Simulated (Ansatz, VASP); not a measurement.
**Sr: VASP beside Ansatz**

```
Sr
1.0
     4.31000    0.00000    0.00000
    -2.15500    3.73257    0.00000
     0.00000    0.00000    7.05000
Sr
2
Direct
  0.33333 0.66667 0.25000
  0.66667 0.33333 0.75000
```

Alike in both runs: task electric field gradients; functional LDA; k mesh 10 × 10 × 5; occupations fermi-dirac, width 0.08 eV; no spin polarisation.

```csv
,VASP,Ansatz
version,VASP 6.6.1,Ansatz 0.2.0
potentials or method,"VASP PAW LDA potentials, release 64 (Sr_sv), cutoff 520 eV","all-electron PAW with datasets made for the crystal, scalar-relativistic"
```

Ansatz gave:

```
pressure (GPa)                                       : -1.6
size of Vzz on the site where it differs most (V/Å²) : 2.8
```

Estimate VASP's values.

pressure (GPa): -1.6; size of Vzz on the site where it differs most (V/Å²): 2.6.

LDA's correlation is that of Perdew and Zunger in VASP and of Perdew and Wang (1992) in Ansatz. Ansatz ran all-electron here, and VASP with PAW potentials.
